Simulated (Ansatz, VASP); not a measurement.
## Pd in VASP and in Ansatz

```
Pd
1.0
     2.82030    0.00000    0.00000
    -1.41015    2.44245    0.00000
     0.00000    0.00000    4.68981
Pd
2
Direct
  0.33333 0.66667 0.25000
  0.66667 0.33333 0.75000
```

Change from the starting cell: volume scaled by 1.04.

Alike in both runs: task single point; functional LDA; k mesh 11 × 11 × 6; occupations fermi-dirac, width 0.05 eV; no spin polarisation.

|  | VASP | Ansatz |
| --- | --- | --- |
| version | VASP 6.6.1 | Ansatz 0.2.0 |
| potentials or method | VASP PAW LDA potentials, release 64 (Pd), cutoff 520 eV | all-electron LAPW, scalar-relativistic |

VASP gave:

| Quantity | Value |
| --- | --- |
| gap on the k mesh at the Fermi level (eV) | none |
| pressure (GPa) | -20.0 |
| traceless stress, the component that is largest in VASP (GPa) | 0.36 |

Estimate Ansatz's values.

gap on the k mesh at the Fermi level (eV): none; pressure (GPa): -20.3; traceless stress, the component that is largest in VASP (GPa): 0.48.

LDA's correlation is that of Perdew and Zunger in VASP and of Perdew and Wang (1992) in Ansatz. A gap of «none» marks a metal or a gap that the smearing closes. Ansatz ran all-electron here, and VASP with PAW potentials.
